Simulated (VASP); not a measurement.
Runs of VASP 6.6.1 on Co. The structure is trigonal, space group P-3m1 (No. 164). Conventional cell: a = 2.487 Å, b = 2.487 Å, c = 4.063 Å, α = 90.00°, β = 90.00°, γ = 120.00°. Co (site symmetry 3m) has 12 Co at 2.42 to 2.55 Å within 3.2 Å. 

```tsv
fixed moment (μB)	k mesh for the DOS	occupations for the DOS	pressure (GPa)	moment (μB)	largest force (eV/Å)
3.92	-	-	6.7	3.92	0.53
-	23 × 23 × 12	tetrahedron	-	3.25	-
4.41	-	-	(a)	4.41	0.70
-	-	-	0.0	3.25	0.50
```

Alike in all rows: task single point; level PBE; potentials or basis VASP PAW PBE potentials, release 64 (Co); spin collinear, ferromagnetic start; cell as given; k mesh 15 × 15 × 8; cutoff (eV) 520; smearing fermi-dirac 0.08 eV.

Question: Fill in the values left out.

Answer: (a) 13.1.

Caveats: the cell stands under pressure (at least some runs); the total moment is fixed, so each spin has its own Fermi level and the state may be an excited one (at least some runs).
